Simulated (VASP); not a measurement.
Set up this calculation in VASP 6.6.1, as the native input.

- Task: single point
- Functional: PBE
- Potentials or basis: VASP PAW PBE potentials, release 64 (Be)
- Cutoff: 520 eV
- k mesh: 24 × 24 × 14
- Occupations: gaussian, width 0.15 eV
- Spin: no spin polarisation
- Dipole correction: no
- Further INCAR settings: ALGO = Fast; EDIFF = 1e-06; NBANDS = 9

The structure of Be lies in POSCAR:

```
Be
1.0
    2.4144770842      0.0000000000      0.0000000000
   -1.2072385421      2.0909984917      0.0000000000
    0.0000000000      0.0000000000      3.6909225000
Be
2
Direct
    0.3333333333      0.6666666667      0.2500000000
    0.6666666667      0.3333333333      0.7500000000
```

This cell differs from its parent crystal: strain +0.050 along x and y, +0.025 along z.

These files were run (other wordings do the same):

INCAR

```
SYSTEM = Be
ALGO     = Fast           ! electronic algorithm
EDIFF    = 1E-6           ! SCF threshold, eV
ENCUT    = 520            ! plane-wave cutoff, eV
GGA      = PE             ! functional
ISIF     = 2              ! what is computed and relaxed
ISMEAR   = 0              ! smearing method
LASPH    = .True.         ! aspherical terms in the spheres
LCHARG   = .False.        ! write CHGCAR
LREAL    = .False.        ! projectors in reciprocal space
LWAVE    = .False.        ! write WAVECAR
NBANDS   = 9              ! bands
NELM     = 100            ! most SCF steps
PREC     = Accurate       ! precision mode
SIGMA    = 0.15           ! smearing width, eV
```

KPOINTS

```
k-points
0
Gamma
  24 24 14
  0 0 0
```

Potentials or basis: VASP PAW PBE potentials, release 64 (Be).

Run with:

```console
$ cat potpaw_PBE.64/Be/POTCAR > POTCAR
$ mpirun -np 1 vasp_std > vasp.out
```

It gave:

```json
{"Pressure": "-15.0 GPa", "Band gap on the k mesh": "zero (band 2 reaches 6.66 eV, above the bottom of band 3 at 4.59 eV)"}
```

Caveat: the cell differs from its parent crystal (strain +0.050 along x and y, +0.025 along z).

Run time: 25 s on 1 thread of Intel(R) Xeon(R) 6975P-C (Granite Rapids) (shared host), peak memory 0.17 GiB.
